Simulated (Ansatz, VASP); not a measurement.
# NaH in VASP and in Ansatz

The input INCAR:

```
ALGO = Normal ; EDIFF = 1E-6
ENCUT = 500 ; GGA = PS
GGA_COMPAT = F ; ISIF = 2
ISMEAR = 0 ; LASPH = T
LCHARG = F ; LREAL = F
LWAVE = F ; NBANDS = 11
NELM = 120 ; PREC = Accurate
SIGMA = 0.01
```

File KPOINTS:

```
k-points
0
Gamma
  2 2 2
```

The input POSCAR:

```
NaH
1.0
    2.9551240000      0.0000000000      0.0000000000
    0.0000000000      2.9551240000      0.0000000000
    0.0000000000      0.0000000000      2.9551240000
Na H
1 1
Direct
    0.0000000000      0.0000000000      0.0000000000
    0.5000000000      0.5000000000      0.5000000000
```

Input for Ansatz:

```yaml
crystal:
  lattice:
    - [2.955124, 0.0, 0.0]
    - [0.0, 2.955124, 0.0]
    - [0.0, 0.0, 2.955124]
  atoms:
    - { symbol: Na, position: [0.0, 0.0, 0.0] }
    - { symbol: H, position: [0.5, 0.5, 0.5] }
accuracy: high
kpoints:
  mp_grid:
    grid: [2, 2, 2]
hamiltonian:
  xc: pbesol
scf:
  n_extra_bands: 16
  occupations:
    method: fixed
  eigensolver:
    kind: auto
output:
  eigenvalues: true
```

Alike in both runs: task single point; functional PBEsol; k mesh 2 × 2 × 2; no spin polarisation.

|  | VASP | Ansatz |
| --- | --- | --- |
| version | VASP 6.6.1 | Ansatz 0.2.0 |
| potentials or method | VASP PAW PBE potentials, release 64 (Na_pv, H) | plane waves, PAW |
| plane-wave cutoff (eV) | 500 | 420 |
| occupations | gaussian, width 0.01 eV | fixed |
| valence electrons in the cell | 8 | 10 |

|  | VASP | Ansatz | Ansatz less VASP |
| --- | --- | --- | --- |
| gap on the k mesh at the Fermi level (eV) | 0.38 | 0.38 | +0.002 |

VASP's potentials were made for PBE, not for PBEsol. VASP's potentials hold 8 valence electrons a cell and Ansatz's 10, so a difference there can come from the potentials and not from the codes.

The k mesh is coarse, so the values compare programs but aren't converged.
